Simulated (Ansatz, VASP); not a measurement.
## ZnSe in VASP and in Ansatz

INCAR

```
  PREC = Accurate
  ENCUT = 520
  EDIFF = 1E-6
  ISMEAR = 0
  SIGMA = 0.02
  LREAL = F
  LASPH = T
  NELM = 100
  ALGO = Normal
  ISIF = 2
  LWAVE = F
  LCHARG = F
  GGA = PS
  NBANDS = 26
```

Contents of KPOINTS:

```
regular mesh
0
Gamma
  8 8 6
```

POSCAR

```
ZnSe
1.0
    2.7602912041      2.7602912041      0.0000000000
   -2.7602912041      2.7602912041      0.0000000000
    0.0000000000      0.0000000000      5.5205824081
Zn Se
2 2
Direct
    0.0000000000      0.0000000000      0.0000000000
    0.5000000000      0.5000000000      0.5000000000
    0.5000000000      0.0000000000      0.2500000000
    0.0000000000      0.5000000000      0.7500000000
```

Input for Ansatz:

```yaml
crystal:
  lattice:
    - [2.7602912041, 2.7602912041, 0.0]
    - [-2.7602912041, 2.7602912041, 0.0]
    - [0.0, 0.0, 5.5205824081]
  atoms:
    - { symbol: Zn, position: [0.0, 0.0, 0.0] }
    - { symbol: Zn, position: [0.5, 0.5, 0.5] }
    - { symbol: Se, position: [0.5, 0.0, 0.25] }
    - { symbol: Se, position: [0.0, 0.5, 0.75] }
basis:
  ecutwfc: 420
kpoints:
  mp_grid: { grid: [8, 8, 6] }
hamiltonian:
  xc: pbesol
scf:
  occupations: { method: gaussian, width: 0.02 }
output:
  forces: true
  stress: true
  eigenvalues: true
```

Change from the starting cell: equal strain along all axes, cell held, atoms relaxed: -2.0 %.

Alike in both runs: task single point; functional PBEsol; k mesh 8 × 8 × 6; occupations gaussian, width 0.02 eV; no spin polarisation.

|  | VASP | Ansatz |
| --- | --- | --- |
| version | VASP 6.6.1 | Ansatz 0.2.0 |
| potentials or method | VASP PAW PBE potentials, release 64 (Zn, Se), cutoff 520 eV | scalar-relativistic, plane waves, PAW |
| valence electrons in the cell | 36 | 56 |

```tsv
	VASP	Ansatz	Ansatz less VASP
gap on the k mesh at the Fermi level (eV)	1.49	1.49	-0.007
least direct gap on the mesh (eV)	1.49	1.49	-0.007
pressure (GPa)	4.9	4.5	-0.39
```

VASP's potentials were made for PBE, not for PBEsol. VASP's potentials hold 36 valence electrons a cell and Ansatz's 56, so a difference there can come from the potentials and not from the codes.
